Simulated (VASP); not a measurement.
# SnO2 (P6_3/mmc) in VASP: notebook

SnO2 is run at these levels: LDA; tasks: single point.

All numbers are computed with VASP 6.6.1; they aren't measurements. Logs are shortened: lines on timing, memory, paths and dates and some standing lists are left out, and cuts for length are marked.

## 1. The cell of the first run

It takes space group P6_3/mmc (No. 194, hexagonal). The conventional cell has a = 3.231 Å, b = 3.231 Å, c = 10.791 Å, α = 90.00°, β = 90.00°, γ = 120.00°. Sn (site symmetry -3m) has 6 O at 2.12 Å within 2.8 Å. O (site symmetry 3m) has 3 Sn at 2.12 Å and 3 O at 2.76 Å within 2.8 Å.

## 2. Single point, LDA

Input file INCAR:

```
ALGO     = Normal         # electronic algorithm
EDIFF    = 1E-6           # SCF threshold, eV
ENCUT    = 520            # plane-wave cutoff, eV
ISIF     = 2              # what is computed and relaxed
ISMEAR   = 0              # smearing method
LASPH    = True           # aspherical terms in the spheres
LCHARG   = True           # write CHGCAR
LELF     = True           # ELF
LREAL    = False          # projectors in reciprocal space
LVHAR    = True         
LWAVE    = False          # write WAVECAR
NBANDS   = 35             # bands
NELM     = 100            # most SCF steps
PREC     = Accurate       # precision mode
SIGMA    = 0.01           # smearing width, eV
```

Input file KPOINTS:

```
k-points
0
Gamma
  6 6 2
```

Input file POSCAR:

```
SnO2
1.0
    3.2305756200      0.0000000000      0.0000000000
   -1.6152878100      2.7977605500      0.0000000000
    0.0000000000      0.0000000000     10.7905620000
Sn O
2 4
Direct
    0.0000000000      0.0000000000      0.5000000000
    0.0000000000      0.0000000000      0.0000000000
    0.6666666700      0.3333333300      0.4058620000
    0.6666666700      0.3333333300      0.0941380000
    0.3333333300      0.6666666700      0.5941380000
    0.3333333300      0.6666666700      0.9058620000
```

Potentials or basis: VASP PAW LDA potentials, release 64 (Sn_d, O).

On the command line:

```sh
cat potpaw_LDA.64/Sn_d/POTCAR potpaw_LDA.64/O/POTCAR > POTCAR
mpirun -np 1 vasp_std > vasp.out
```

OUTCAR:

```text
EDIFF = 1E-6
   ENCUT = 520
   ISIF = 2
   ISMEAR = 0
   LASPH = True
   LREAL = False
   NELM = 100
   PREC = Accurate

 ion  position               nearest neighbor table
   1  0.000  0.000  0.500-   3 2.12   5 2.12   5 2.12   3 2.12   3 2.12   5 2.12
   2  0.000  0.000  0.000-   4 2.12   6 2.12   6 2.12   4 2.12   4 2.12   6 2.12
   3  0.667  0.333  0.406-   1 2.12   1 2.12   1 2.12
   4  0.667  0.333  0.094-   2 2.12   2 2.12   2 2.12
   5  0.333  0.667  0.594-   1 2.12   1 2.12   1 2.12
   6  0.333  0.667  0.906-   2 2.12   2 2.12   2 2.12

  LATTYP: Found a hexagonal cell.
 ALAT       =     3.2305756200
 C/A-ratio  =     3.3401360220

  Lattice vectors:

 A1 = (   3.2305756200,   0.0000000000,   0.0000000000)
 A2 = (  -1.6152878100,   2.7977605500,   0.0000000000)
 A3 = (   0.0000000000,   0.0000000000,  10.7905620000)

Analysis of symmetry for initial positions (statically):
=====================================================================
 Subroutine PRICEL returns:
 Original cell was already a primitive cell.

 Routine SETGRP: Setting up the symmetry group for a
 hexagonal supercell.

 Subroutine GETGRP returns: Found 24 space group operations
 (whereof 12 operations were pure point group operations)
 out of a pool of 24 trial point group operations.

The static configuration has the point symmetry D_3d.
 The point group associated with its full space group is D_6h.

Analysis of symmetry for dynamics (positions and initial velocities):
=====================================================================
 Subroutine PRICEL returns:
 Original cell was already a primitive cell.

 Routine SETGRP: Setting up the symmetry group for a
 hexagonal supercell.

 Subroutine GETGRP returns: Found 24 space group operations
 (whereof 12 operations were pure point group operations)
 out of a pool of 24 trial point group operations.

The dynamic configuration has the point symmetry D_3d.
 The point group associated with its full space group is D_6h.

 Subroutine INISYM returns: Found 24 space group operations
 (whereof 12 operations are pure point group operations),
 and found     1 'primitive' translations

----------------------------------------------------------------------------------------

                                     Primitive cell

  volume of cell :      97.5292

  direct lattice vectors                    reciprocal lattice vectors
     3.230575620  0.000000000  0.000000000     0.309542360  0.178714365  0.000000000
    -1.615287810  2.797760550  0.000000000     0.000000000  0.357428730  0.000000000
     0.000000000  0.000000000 10.790562000     0.000000000  0.000000000  0.092673579

  length of vectors
     3.230575620  3.230575615 10.790562000     0.357428729  0.357428730  0.092673579

  position of ions in fractional coordinates (direct lattice)
     0.000000000  0.000000000  0.500000000
     0.000000000  0.000000000  0.000000000
     0.666666670  0.333333330  0.405862000
     0.666666670  0.333333330  0.094138000
     0.333333330  0.666666670  0.594138000
     0.333333330  0.666666670  0.905862000

  ion indices of the primitive-cell ions
   primitive index   ion index
                 1           1
                 2           2
                 3           3
                 4           4
                 5           5
                 6           6

----------------------------------------------------------------------------------------

 KPOINTS: k-points

Automatic generation of k-mesh.
 Grid dimensions read from file:
 generate k-points for:    6    6    2

 Generating k-lattice:

  Cartesian coordinates                     Fractional coordinates (reciprocal lattice)
     0.051590393  0.029785727  0.000000000     0.166666667  0.000000000  0.000000000
     0.000000000  0.059571455  0.000000000     0.000000000  0.166666667  0.000000000
     0.000000000  0.000000000  0.046336790     0.000000000  0.000000000  0.500000000

  Length of vectors
     0.059571455  0.059571455  0.046336790

  Shift w.r.t. Gamma in fractional coordinates (k-lattice)
     0.000000000  0.000000000  0.000000000

 Subroutine IBZKPT returns following result:
 ===========================================

 Found     14 irreducible k-points:

 Following reciprocal coordinates:
            Coordinates               Weight
  0.000000  0.000000  0.000000      1.000000
  0.166667  0.000000  0.000000      6.000000
  0.333333  0.000000  0.000000      6.000000
  0.500000  0.000000  0.000000      3.000000
  0.166667  0.166667  0.000000      6.000000
  0.333333  0.166667  0.000000     12.000000
  0.333333  0.333333  0.000000      2.000000
  0.000000  0.000000  0.500000      1.000000
  0.166667  0.000000  0.500000      6.000000
  0.333333  0.000000  0.500000      6.000000
  0.500000  0.000000  0.500000      3.000000
  0.166667  0.166667  0.500000      6.000000
  0.333333  0.166667  0.500000     12.000000
  0.333333  0.333333  0.500000      2.000000
   k-points           NKPTS =     14   k-points in BZ     NKDIM =     14   number of bands    NBANDS=     35
   number of dos      NEDOS =    301   number of ions     NIONS =      6
   total plane-waves  NPLWV =  46080
   dimension x,y,z NGX =    24 NGY =   24 NGZ =   80
   dimension x,y,z NGXF=    48 NGYF=   48 NGZF=  160
   ions per type =               2   4
   NGX,Y,Z   is equivalent  to a cutoff of  12.35, 12.35, 12.33 a.u.
   NGXF,Y,Z  is equivalent  to a cutoff of  24.70, 24.70, 24.65 a.u.
 SYSTEM =  unknown system
   PREC   = accura    normal or accurate (medium, high low for compatibility)
   ISTART =      0    job   : 0-new  1-cont  2-samecut
   ICHARG =      2    charge: 1-file 2-atom 10-const
   ISPIN  =      1    spin polarized calculation?
   LNONCOLLINEAR =      F non collinear calculations
   LSORBIT =      F    spin-orbit coupling
   LASPH  =      T    aspherical Exc in radial PAW
   ENCUT  =  520.0 eV  38.22 Ry    6.18 a.u.   6.01  6.01 20.06*2*pi/ulx,y,z
   NELM   =    100;   NELMIN=  2; NELMDL= -5     # of ELM steps
   EDIFF  = 0.1E-05   stopping-criterion for ELM
   LREAL  =      F    real-space projection
   EDIFFG = 0.1E-04   stopping-criterion for IOM
   NSW    =      0    number of steps for IOM
   IBRION =     -1    ionic relax: 0-MD 1-quasi-New 2-CG
   NFREE  =      0    steps in history (QN), initial steepest desc. (CG)
   ISIF   =      2    stress and relaxation
   ISYM   =      2    0-nonsym 1-usesym 2-fastsym
   POTIM  = 0.5000    time-step for ionic-motion
   TEBEG  =    0.0;   TEEND  =   0.0 temperature during run
   PSTRESS=    0.0 pullay stress
   NELECT =      52.0000    total number of electrons
   NUPDOWN=      -1.0000    fix difference up-down
   EMIN   =  10.00;   EMAX   =-10.00  energy-range for DOS
   EFERMI =   0.00;   METHOD = LEGACY
   ISMEAR =     0;   SIGMA  =   0.01  broadening in eV -4-tet -1-fermi 0-gaus
   EFERMI_NEDOS =   21; number of points for ismear=-14 and -15
   IALGO  =     38    algorithm
   IMIX   =      4    mixing-type and parameters
     AMIX     =   0.40;   BMIX     =  1.00
     AMIX_MAG =   1.60;   BMIX_MAG =  1.00
  volume/ion in A,a.u.               =      16.25       109.69
  Fermi-wavevector in a.u.,A,eV,Ry     =   1.327490  2.508591 23.976574  1.762228
  Thomas-Fermi vector in A             =   2.456798
   LORBIT       =      0    0 simple, 1 ext, 2 COOP (PROOUT), +10 PAW based schemes
   GGA     = CA    functional components
   LHFCALC =     F    Hartree Fock is set to
   AEXX    =    0.0000 exact exchange contribution
   IVDW    =     0    specifies the selected vdW correction
   LEPSILON=     F    determine dielectric tensor
   LRPA    =     F    only Hartree local field effects (RPA)
 non-spin polarized calculation
 Gauss-broadening in eV      SIGMA  =   0.01
  energy-cutoff  :      520.00
  volume of cell :       97.53
 maximum number of plane-waves:      2670
   NGX = 13   NGY = 13   NGZ = 41

 number of electron      51.9999995 magnetization

 Free energy of the ion-electron system (eV)
  ---------------------------------------------------
  ext. energy  EPLUGINS =         0.00000000
  ---------------------------------------------------
  free energy    TOTEN  =       -40.72810515 eV

  energy without entropy =      -40.72810515  energy(sigma->0) =      -40.72810515

 E-fermi :   1.8249     XC(G=0):  -9.7428

 val. band max:        1.7684724555   @ k =   0.3333   0.1667   0.0000
 cond. band min:       3.7399638721   @ k =   0.0000   0.0000   0.0000
 fundamental gap:      1.9714914167
 Fermi energy:         1.8249062937

 k-point     1 :       0.0000    0.0000    0.0000
  band No.  band energies     occupation
      1     -18.1409      2.00000
      2     -18.1403      2.00000
      3     -17.9489      2.00000
      4     -17.9489      2.00000
      5     -17.9489      2.00000
      6     -17.9489      2.00000
[... 27 lines left out ...]
     34      12.6079      0.00000
     35      12.6496      0.00000

 k-point     2 :       0.1667    0.0000    0.0000
  band No.  band energies     occupation
      1     -18.1730      2.00000
      2     -18.1719      2.00000
      3     -18.0159      2.00000
      4     -18.0154      2.00000
      5     -17.8969      2.00000
      6     -17.8968      2.00000
[... 27 lines left out ...]
     34      12.5932      0.00000
     35      13.1218      0.00000

 k-point     3 :       0.3333    0.0000    0.0000
  band No.  band energies     occupation
      1     -18.5377      2.00000
      2     -18.5355      2.00000
      3     -17.8963      2.00000
      4     -17.8960      2.00000
      5     -17.8502      2.00000
      6     -17.8501      2.00000
[... 27 lines left out ...]
     34      13.3456      0.00000
     35      13.7318      0.00000
[... 343 lines left out ...]
 k-point    13 :       0.3333    0.1667    0.5000
  band No.  band energies     occupation
      1     -18.5616      2.00000
      2     -18.5616      2.00000
      3     -18.0250      2.00000
      4     -18.0250      2.00000
      5     -17.8593      2.00000
      6     -17.8593      2.00000
[... 27 lines left out ...]
     34      12.9058      0.00000
     35      13.3481      0.00000

 k-point    14 :       0.3333    0.3333    0.5000
  band No.  band energies     occupation
      1     -18.3455      2.00000
      2     -18.3455      2.00000
      3     -18.3437      2.00000
      4     -18.3437      2.00000
      5     -17.7733      2.00000
      6     -17.7733      2.00000
[... 27 lines left out ...]
     34      11.7658      0.00000
     35      13.4517      0.00000

------------------------ aborting loop because EDIFF is reached ----------------------------------------

  FORCE on cell =-STRESS in cart. coord.  units (eV):
  Direction    XX          YY          ZZ          XY          YZ          ZX
  --------------------------------------------------------------------------------------
  -------------------------------------------------------------------------------------
  Total       -5.0837229     -5.0837229     -2.8616418      0.0000000      0.0000000      0.0000000
  in kB      -83.5137404    -83.5137400    -47.0101179      0.0000000      0.0000000      0.0000000
  external PRESSURE =     -71.3458661 kB  Pullay stress =       0.0000000 kB

 VOLUME and BASIS-vectors are now :
 -----------------------------------------------------------------------------
  energy-cutoff  :      520.00
  volume of cell :       97.53
      direct lattice vectors                 reciprocal lattice vectors
     3.230575620  0.000000000  0.000000000     0.309542360  0.178714365  0.000000000
    -1.615287810  2.797760550  0.000000000     0.000000000  0.357428730  0.000000000
     0.000000000  0.000000000 10.790562000     0.000000000  0.000000000  0.092673579

 POSITION                                       TOTAL-FORCE (eV/Angst)
 -----------------------------------------------------------------------------------
      0.00000      0.00000      5.39528         0.000000      0.000000     -0.000000
      0.00000      0.00000      0.00000         0.000000      0.000000     -0.000000
      1.61529      0.93259      4.37948        -0.000000     -0.000000      0.636922
      1.61529      0.93259      1.01580         0.000000     -0.000000     -0.636922
     -0.00000      1.86517      6.41108        -0.000000     -0.000000     -0.636922
     -0.00000      1.86517      9.77476         0.000000      0.000000      0.636922
 -----------------------------------------------------------------------------------
    total drift:                               -0.000000     -0.000000      0.000000

  FREE ENERGIE OF THE ION-ELECTRON SYSTEM (eV)
  ---------------------------------------------------
  free  energy   TOTEN  =       -40.7281051513 eV

  energy  without entropy=      -40.7281051513  energy(sigma->0) =      -40.72810515
```

Run time: 61 s. Hardware: 1 thread of Intel Xeon Platinum 8259CL at 2.50GHz (Skylake/Cascade Lake), shared host; peak memory 0.18 GiB.

Results:

- Free energy: -40.7281 eV
- Pressure: -7.1 GPa
- Largest force: 0.637 eV/Å
- Band gap on the k mesh: 1.97 eV, indirect (least direct gap 2.38 eV)

Forces in eV/Å, atoms in the order of the input:
```
Sn   0.000  0.000  0.000
Sn   0.000  0.000  0.000
O    0.000  0.000  0.637
O    0.000  0.000 -0.637
O    0.000  0.000 -0.637
O    0.000  0.000  0.637
```

Stress tensor (GPa, compression positive):
```
-8.35  0.00  0.00
 0.00 -8.35  0.00
 0.00  0.00 -4.70
```

Levels at points of the mesh, in eV from the valence-band top:
```csv
k point,band 22,band 23,band 24,band 25,band 26,band 27,band 28,band 29,band 30,band 31
"(0.00, 0.00, 0.00)",-0.89,-0.89,-0.86,-0.86,-0.40,1.97,2.71,5.24,5.60,9.81
"(0.50, 0.00, 0.00)",-1.15,-0.56,-0.52,-0.45,-0.07,4.95,5.09,6.75,7.35,9.65
"(0.00, 0.00, 0.50)",-0.88,-0.88,-0.88,-0.74,-0.74,2.35,2.35,5.43,5.43,9.90
"(0.50, 0.00, 0.50)",-1.32,-0.54,-0.54,-0.24,-0.24,5.02,5.02,7.03,7.03,9.83
```

Caveat: spin-orbit coupling is left out, which moves the levels of the heavy elements. A k mesh can miss the band edges.

(Part 1 of 2 ends here.)
